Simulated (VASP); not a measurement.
Input of a VASP 6.6.1 run:

The input INCAR:

```
SYSTEM = AlAs
PREC     = Accurate       ! precision mode
ENCUT    = 500            ! plane-wave cutoff, eV
EDIFF    = 1E-6           ! SCF threshold, eV
ISMEAR   = 0              ! smearing method
SIGMA    = 0.01           ! smearing width, eV
LREAL    = .FALSE.        ! projectors in reciprocal space
LASPH    = .TRUE.         ! aspherical terms in the spheres
NELM     = 120            ! most SCF steps
ALGO     = Normal         ! electronic algorithm
ISIF     = 2              ! what is computed and relaxed
LWAVE    = .FALSE.        ! write WAVECAR
LCHARG   = .FALSE.        ! write CHGCAR
GGA      = CA             ! functional
NBANDS   = 11             ! bands
GGA_COMPAT= .FALSE.
```

File KPOINTS:

```
Automatic mesh
0
G
  6 6 6
  0 0 0
```

Contents of POSCAR:

```
AlAs
1.0
    4.0027900000      0.0000000000      0.0000000000
    2.0013950000      3.4665178260      0.0000000000
    2.0013950000      1.1555059420      3.2682643492
Al As
1 1
Direct
    0.0000000000      0.0000000000      0.0000000000
    0.2500000000      0.2500000000      0.2500000000
```

Potentials or basis: VASP PAW LDA potentials, release 64 (Al, As).

Run with:

```bash
$ cat potpaw_LDA.64/Al/POTCAR potpaw_LDA.64/As/POTCAR > POTCAR
$ mpirun -np 1 vasp_std > vasp.out
```

Question: What does it give for the band gap on the k mesh?

Answer: 1.33 eV, indirect (least direct gap 1.88 eV).

Question: What does it give for the pressure?

Answer: -0.9 GPa.

A k mesh can miss the band edges.
